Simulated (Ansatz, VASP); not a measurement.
**LiTlTe2: VASP beside Ansatz**

```
Li Te Tl
1.0
     4.59800    0.00000    0.00000
     0.00000    4.59800    0.00000
     0.00000    0.00000    6.47346
Li Te Tl
1 2 1
Cartesian
  0.0000 0.0000 0.0000
  0.0000 2.2990 1.4948
  2.2990 0.0000 4.9786
  2.2990 2.2990 3.2367
```

Alike in both runs: task single point; functional r2SCAN; k mesh 4 × 4 × 4; no spin polarisation.

|  | VASP | Ansatz |
| --- | --- | --- |
| version | VASP 6.6.1 | Ansatz 0.2.0 |
| potentials or method | VASP PAW PBE potentials, release 64 (Li_sv, Te, Tl_d) | plane waves, PAW |
| plane-wave cutoff (eV) | 520 | 500 |
| occupations | gaussian, width 0.01 eV | fixed |
| valence electrons in the cell | 28 | 48 |

```csv
,VASP,Ansatz,Ansatz less VASP
gap on the k mesh at the Fermi level (eV),0.39,0.39,+0.006
```

VASP's potentials were made for PBE, not for r2SCAN. VASP's potentials hold 28 valence electrons a cell and Ansatz's 48, so a difference there can come from the potentials and not from the codes.

Neither program's run includes spin-orbit coupling. Noted on VASP's run: the cutoff is under 1.25 times that of the potentials, so the pressure is a little rough.
